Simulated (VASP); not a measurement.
# Zr4Cl (Pm-3m) in VASP: further runs

Zr4Cl is run at these levels: PBE; tasks: single point, relaxation of cell and atoms.

Program: VASP 6.6.1. These are calculated values, not measurements. Logs are shortened: lines on timing, memory, paths and dates and some standing lists are left out, and cuts for length are marked.

**1. The cell of the first run**

Symmetry: Pm-3m, No. 221, cubic system. The conventional cell has a = 4.829 Å, b = 4.829 Å, c = 4.829 Å, α = 90.00°, β = 90.00°, γ = 90.00°. Within 3.2 Å of Zr (site symmetry 4/mmm) lie 2 Cl at 2.41 Å. Zr (site symmetry m-3m) has 12 Zr at 3.41 Å and 8 Cl at 4.18 Å within 4.5 Å. Within 3.2 Å of Cl (site symmetry m-3m) lie 6 Zr at 2.41 Å.

The cell was generated, and may not be a known phase.

**2. Single point, PBE, collinear spin**

File INCAR:

```
SYSTEM = Zr4Cl
ALGO = Fast ; EDIFF = 1E-6
ENCUT = 520 ; GGA = PE
ISIF = 2 ; ISMEAR = 0
ISPIN = 2 ; LASPH = .True.
LCHARG = .True. ; LELF = .True.
LMAXMIX = 4 ; LORBIT = 11
LREAL = .False. ; LVHAR = .True.
LWAVE = .False. ; MAGMOM = 1 1 1 1 0
NBANDS = 40 ; NELM = 150
PREC = Accurate ; SIGMA = 0.1
```

File KPOINTS:

```
k-points
0
Gamma
  4 4 4
  0 0 0
```

File POSCAR:

```
Zr4Cl
1.0
    4.8288199961      0.0000000000      0.0000000000
    0.0000000000      4.8288199961      0.0000000000
    0.0000000000      0.0000000000      4.8288199961
Zr Cl
4 1
Direct
    0.5000000000      0.0000000000      0.0000000000
    0.0000000000      0.5000000000      0.0000000000
    0.0000000000      0.0000000000      0.5000000000
    0.5000000000      0.5000000000      0.5000000000
    0.0000000000      0.0000000000      0.0000000000
```

Potentials or basis: VASP PAW PBE potentials, release 64 (Zr_sv, Cl).

Run with:

```bash
$ cat potpaw_PBE.64/Zr_sv/POTCAR potpaw_PBE.64/Cl/POTCAR > POTCAR
$ mpirun -np 1 vasp_std > vasp.out
```

OUTCAR:

```text
SYSTEM = Zr4Cl
   EDIFF = 1E-6
   ENCUT = 520
   GGA = PE
   ISIF = 2
   ISMEAR = 0
   ISPIN = 2
   LASPH = .True.
   LORBIT = 11
   LREAL = .False.
   NELM = 150
   PREC = Accurate

 ion  position               nearest neighbor table
   1  0.500  0.000  0.000-   5 2.41   5 2.41   4 3.41   2 3.41   3 3.41   4 3.41   2 3.41   4 3.41
                             4 3.41   2 3.41   3 3.41   3 3.41   3 3.41   2 3.41
   2  0.000  0.500  0.000-   5 2.41   5 2.41   4 3.41   1 3.41   3 3.41   4 3.41   1 3.41   3 3.41
                             3 3.41   3 3.41   1 3.41   4 3.41   4 3.41   1 3.41
   3  0.000  0.000  0.500-   5 2.41   5 2.41   4 3.41   1 3.41   1 3.41   2 3.41   2 3.41   2 3.41
                             4 3.41   2 3.41   1 3.41   4 3.41   1 3.41   4 3.41
   4  0.500  0.500  0.500-   1 3.41   2 3.41   3 3.41   1 3.41   2 3.41   1 3.41   3 3.41   1 3.41
                             2 3.41   3 3.41   2 3.41   3 3.41
   5  0.000  0.000  0.000-   1 2.41   2 2.41   3 2.41   3 2.41   2 2.41   1 2.41

  LATTYP: Found a simple cubic cell.
 ALAT       =     4.8288199961

  Lattice vectors:

 A1 = (   4.8288199961,   0.0000000000,   0.0000000000)
 A2 = (   0.0000000000,   4.8288199961,   0.0000000000)
 A3 = (   0.0000000000,   0.0000000000,   4.8288199961)

Analysis of symmetry for initial positions (statically):
=====================================================================
 Subroutine PRICEL returns:
 Original cell was already a primitive cell.

 Routine SETGRP: Setting up the symmetry group for a
 simple cubic supercell.

 Subroutine GETGRP returns: Found 48 space group operations
 (whereof 48 operations were pure point group operations)
 out of a pool of 48 trial point group operations.

The static configuration has the point symmetry O_h .

Analysis of symmetry for dynamics (positions and initial velocities):
=====================================================================
 Subroutine PRICEL returns:
 Original cell was already a primitive cell.

 Routine SETGRP: Setting up the symmetry group for a
 simple cubic supercell.

 Subroutine GETGRP returns: Found 48 space group operations
 (whereof 48 operations were pure point group operations)
 out of a pool of 48 trial point group operations.

The dynamic configuration has the point symmetry O_h .

Analysis of structural, dynamic, and magnetic symmetry:
=====================================================================
 Subroutine PRICEL returns:
 Original cell was already a primitive cell.

 Routine SETGRP: Setting up the symmetry group for a
 simple cubic supercell.

 Subroutine GETGRP returns: Found 48 space group operations
 (whereof 48 operations were pure point group operations)
 out of a pool of 48 trial point group operations.

The overall configuration has the point symmetry O_h .

 Subroutine INISYM returns: Found 48 space group operations
 (whereof 48 operations are pure point group operations),
 and found     1 'primitive' translations

----------------------------------------------------------------------------------------

                                     Primitive cell

  volume of cell :     112.5960

  direct lattice vectors                    reciprocal lattice vectors
     4.828819996  0.000000000  0.000000000     0.207089931  0.000000000  0.000000000
     0.000000000  4.828819996  0.000000000     0.000000000  0.207089931  0.000000000
     0.000000000  0.000000000  4.828819996     0.000000000  0.000000000  0.207089931

  length of vectors
     4.828819996  4.828819996  4.828819996     0.207089931  0.207089931  0.207089931

  position of ions in fractional coordinates (direct lattice)
     0.500000000  0.000000000  0.000000000
     0.000000000  0.500000000  0.000000000
     0.000000000  0.000000000  0.500000000
     0.500000000  0.500000000  0.500000000
     0.000000000  0.000000000  0.000000000

  ion indices of the primitive-cell ions
   primitive index   ion index
                 1           1
                 2           2
                 3           3
                 4           4
                 5           5

----------------------------------------------------------------------------------------

 KPOINTS: k-points

Automatic generation of k-mesh.
 Grid dimensions read from file:
 generate k-points for:    4    4    4

 Generating k-lattice:

  Cartesian coordinates                     Fractional coordinates (reciprocal lattice)
     0.051772483  0.000000000  0.000000000     0.250000000  0.000000000  0.000000000
     0.000000000  0.051772483  0.000000000     0.000000000  0.250000000  0.000000000
     0.000000000  0.000000000  0.051772483     0.000000000  0.000000000  0.250000000

  Length of vectors
     0.051772483  0.051772483  0.051772483

  Shift w.r.t. Gamma in fractional coordinates (k-lattice)
     0.000000000  0.000000000  0.000000000

 Subroutine IBZKPT returns following result:
 ===========================================

 Found     10 irreducible k-points:

 Following reciprocal coordinates:
            Coordinates               Weight
  0.000000  0.000000  0.000000      1.000000
  0.250000  0.000000  0.000000      6.000000
  0.500000  0.000000  0.000000      3.000000
  0.250000  0.250000  0.000000     12.000000
  0.500000  0.250000  0.000000     12.000000
  0.500000  0.500000  0.000000      3.000000
  0.250000  0.250000  0.250000      8.000000
  0.500000  0.250000  0.250000     12.000000
  0.500000  0.500000  0.250000      6.000000
  0.500000  0.500000  0.500000      1.000000
   k-points           NKPTS =     10   k-points in BZ     NKDIM =     10   number of bands    NBANDS=     40
   number of dos      NEDOS =    301   number of ions     NIONS =      5
   total plane-waves  NPLWV =  46656
   dimension x,y,z NGX =    36 NGY =   36 NGZ =   36
   dimension x,y,z NGXF=    72 NGYF=   72 NGZF=   72
   ions per type =               4   1
   NGX,Y,Z   is equivalent  to a cutoff of  12.39, 12.39, 12.39 a.u.
   NGXF,Y,Z  is equivalent  to a cutoff of  24.79, 24.79, 24.79 a.u.
 SYSTEM =  Zr4Cl
   PREC   = accura    normal or accurate (medium, high low for compatibility)
   ISTART =      0    job   : 0-new  1-cont  2-samecut
   ICHARG =      2    charge: 1-file 2-atom 10-const
   ISPIN  =      2    spin polarized calculation?
   LNONCOLLINEAR =      F non collinear calculations
   LSORBIT =      F    spin-orbit coupling
   LASPH  =      T    aspherical Exc in radial PAW
   ENCUT  =  520.0 eV  38.22 Ry    6.18 a.u.   8.98  8.98  8.98*2*pi/ulx,y,z
   NELM   =    150;   NELMIN=  2; NELMDL= -5     # of ELM steps
   EDIFF  = 0.1E-05   stopping-criterion for ELM
   LREAL  =      F    real-space projection
   EDIFFG = 0.1E-04   stopping-criterion for IOM
   NSW    =      0    number of steps for IOM
   IBRION =     -1    ionic relax: 0-MD 1-quasi-New 2-CG
   NFREE  =      0    steps in history (QN), initial steepest desc. (CG)
   ISIF   =      2    stress and relaxation
   ISYM   =      2    0-nonsym 1-usesym 2-fastsym
   POTIM  = 0.5000    time-step for ionic-motion
   TEBEG  =    0.0;   TEEND  =   0.0 temperature during run
   PSTRESS=    0.0 pullay stress
   NELECT =      55.0000    total number of electrons
   NUPDOWN=      -1.0000    fix difference up-down
   EMIN   =  10.00;   EMAX   =-10.00  energy-range for DOS
   EFERMI =   0.00;   METHOD = LEGACY
   ISMEAR =     0;   SIGMA  =   0.10  broadening in eV -4-tet -1-fermi 0-gaus
   EFERMI_NEDOS =   21; number of points for ismear=-14 and -15
   IALGO  =     68    algorithm
   IMIX   =      4    mixing-type and parameters
     AMIX     =   0.40;   BMIX     =  1.00
     AMIX_MAG =   1.60;   BMIX_MAG =  1.00
  volume/ion in A,a.u.               =      22.52       151.97
  Fermi-wavevector in a.u.,A,eV,Ry     =   1.289302  2.436428 22.616965  1.662300
  Thomas-Fermi vector in A             =   2.421203
   LORBIT       =     11    0 simple, 1 ext, 2 COOP (PROOUT), +10 PAW based schemes
   GGA     = PE    functional components
   LHFCALC =     F    Hartree Fock is set to
   AEXX    =    0.0000 exact exchange contribution
   IVDW    =     0    specifies the selected vdW correction
   LEPSILON=     F    determine dielectric tensor
   LRPA    =     F    only Hartree local field effects (RPA)
 spin polarized calculation
 RMM-DIIS sequential band-by-band and
 Gauss-broadening in eV      SIGMA  =   0.10
  energy-cutoff  :      520.00
  volume of cell :      112.60
 maximum number of plane-waves:      3060
 NGX is ok and might be reduce to    36
   NGX = 17   NGY = 17   NGZ = 17

 number of electron      55.0000000 magnetization       0.0000108

 number of electron      55.0000000 magnetization      -0.0000058

 Free energy of the ion-electron system (eV)
  ---------------------------------------------------
  ext. energy  EPLUGINS =         0.00000000
  ---------------------------------------------------
  free energy    TOTEN  =       -36.60807563 eV

  energy without entropy =      -36.57794611  energy(sigma->0) =      -36.59301087

 E-fermi :   8.8329     XC(G=0): -10.8650

 val. band max:        8.6641059861   @ k =   0.5000   0.5000   0.0000
 cond. band min:       8.8851186594   @ k =   0.2500   0.2500   0.2500
 fundamental gap:      0.2210126733
 Fermi energy:         8.8329417442

 spin component 1

 k-point     1 :       0.0000    0.0000    0.0000
  band No.  band energies     occupation
      1     -40.4903      1.00000
      2     -40.4049      1.00000
      3     -40.3955      1.00000
      4     -40.3955      1.00000
      5     -18.9645      1.00000
      6     -18.9645      1.00000
[... 31 lines left out ...]
     38      12.7841      0.00000
     39      12.7868      0.00000

 k-point     2 :       0.2500    0.0000    0.0000
  band No.  band energies     occupation
      1     -40.4768      1.00000
      2     -40.4131      1.00000
      3     -40.4005      1.00000
      4     -40.3955      1.00000
      5     -18.9847      1.00000
      6     -18.9407      1.00000
[... 325 lines left out ...]
     38      12.5297      0.00000
     39      12.7396      0.00000

 k-point    10 :       0.5000    0.5000    0.5000
  band No.  band energies     occupation
      1     -40.4232      1.00000
      2     -40.4198      1.00000
      3     -40.4198      1.00000
      4     -40.4198      1.00000
      5     -19.6600      1.00000
      6     -18.6737      1.00000
[... 31 lines left out ...]
     38      12.5307      0.00000
     39      12.7720      0.00000
 Fermi energy:         8.8329417442

 spin component 2

 k-point     1 :       0.0000    0.0000    0.0000
  band No.  band energies     occupation
      1     -40.4903      1.00000
      2     -40.4049      1.00000
      3     -40.3955      1.00000
      4     -40.3955      1.00000
      5     -18.9645      1.00000
      6     -18.9645      1.00000
[... 31 lines left out ...]
     38      12.7832      0.00000
     39      12.7835      0.00000

 k-point     2 :       0.2500    0.0000    0.0000
  band No.  band energies     occupation
      1     -40.4768      1.00000
      2     -40.4131      1.00000
      3     -40.4005      1.00000
      4     -40.3955      1.00000
      5     -18.9846      1.00000
      6     -18.9407      1.00000
[... 325 lines left out ...]
     38      12.5295      0.00000
     39      12.7403      0.00000

 k-point    10 :       0.5000    0.5000    0.5000
  band No.  band energies     occupation
      1     -40.4232      1.00000
      2     -40.4198      1.00000
      3     -40.4198      1.00000
      4     -40.4198      1.00000
      5     -19.6600      1.00000
      6     -18.6737      1.00000
[... 31 lines left out ...]
     38      12.5231      0.00000
     39      12.7720      0.00000
 [bands above 39 left out]

------------------------ aborting loop because EDIFF is reached ----------------------------------------

  FORCE on cell =-STRESS in cart. coord.  units (eV):
  Direction    XX          YY          ZZ          XY          YZ          ZX
  --------------------------------------------------------------------------------------
  -------------------------------------------------------------------------------------
  Total        0.0858095      0.0858095      0.0858095      0.0000000      0.0000000     -0.0000000
  in kB        1.2210197      1.2210197      1.2210197      0.0000000      0.0000000     -0.0000000
  external PRESSURE =       1.2210197 kB  Pullay stress =       0.0000000 kB

 VOLUME and BASIS-vectors are now :
 -----------------------------------------------------------------------------
  energy-cutoff  :      520.00
  volume of cell :      112.60
      direct lattice vectors                 reciprocal lattice vectors
     4.828819996  0.000000000  0.000000000     0.207089931  0.000000000  0.000000000
     0.000000000  4.828819996  0.000000000     0.000000000  0.207089931  0.000000000
     0.000000000  0.000000000  4.828819996     0.000000000  0.000000000  0.207089931

 POSITION                                       TOTAL-FORCE (eV/Angst)
 -----------------------------------------------------------------------------------
      2.41441      0.00000      0.00000         0.000000      0.000000      0.000000
      0.00000      2.41441      0.00000         0.000000      0.000000      0.000000
      0.00000      0.00000      2.41441         0.000000      0.000000      0.000000
      2.41441      2.41441      2.41441         0.000000      0.000000      0.000000
      0.00000      0.00000      0.00000         0.000000      0.000000      0.000000
 -----------------------------------------------------------------------------------
    total drift:                                0.000000      0.000000     -0.000000

  FREE ENERGIE OF THE ION-ELECTRON SYSTEM (eV)
  ---------------------------------------------------
  free  energy   TOTEN  =       -36.6080756276 eV

  energy  without entropy=      -36.5779461064  energy(sigma->0) =      -36.59301087

 total charge

# of ion       s       p       d       tot
------------------------------------------
    1        2.170   5.975   1.667   9.812
    2        2.170   5.975   1.667   9.812
    3        2.170   5.975   1.667   9.812
    4        2.186   5.963   1.450   9.599
    5        1.595   3.588   0.000   5.183
--------------------------------------------------
tot         10.293  27.475   6.451  44.219

 magnetization (x)

# of ion       s       p       d       tot
------------------------------------------
    1       -0.000   0.000   0.000  -0.000
    2       -0.000   0.000   0.000  -0.000
    3       -0.000   0.000   0.000  -0.000
    4        0.000   0.000   0.000   0.000
    5       -0.000  -0.000   0.000  -0.000
--------------------------------------------------
tot         -0.000  -0.000   0.000   0.000
```

It took 2.8 min on 1 thread of Oxide Virtual Turin-like, shared host; peak memory 0.24 GiB.

What came out:

| Property | Result |
| --- | --- |
| Free energy | -36.6081 eV |
| Pressure | 0.1 GPa |
| Net moment | 0.00 μB per cell |
| Valence electrons inside the program's atomic spheres | Zr 9.81, 9.60 (each value once); Cl 5.18 |

Levels at points of the mesh, in eV from the Fermi level:
Spin up:
```tsv
k point	band 23	band 24	band 25	band 26	band 27	band 28	band 29	band 30	band 31	band 32
(0.00, 0.00, 0.00)	-2.77	-2.77	-2.50	-2.50	0.20	0.20	0.20	0.50	0.50	2.97
(0.50, 0.00, 0.00)	-2.23	-1.48	-1.42	-1.42	-0.81	0.24	0.24	0.60	0.61	1.35
(0.50, 0.50, 0.00)	-1.57	-1.33	-1.33	-1.29	-0.59	-0.17	0.10	0.10	1.39	1.47
(0.50, 0.50, 0.50)	-1.81	-1.81	0.07	0.07	0.07	0.28	0.28	0.28	0.61	0.61
```
Spin down:
```
           k point  band 25  band 26  band 27  band 28  band 29  band 30
(0.00, 0.00, 0.00)    -2.50    -2.50     0.20     0.20     0.20     0.50
(0.50, 0.00, 0.00)    -1.42    -1.42    -0.81     0.24     0.24     0.60
(0.50, 0.50, 0.00)    -1.33    -1.29    -0.59    -0.17     0.10     0.10
(0.50, 0.50, 0.50)     0.07     0.07     0.07     0.28     0.28     0.28
```

(Part 1 of 2 ends here.)
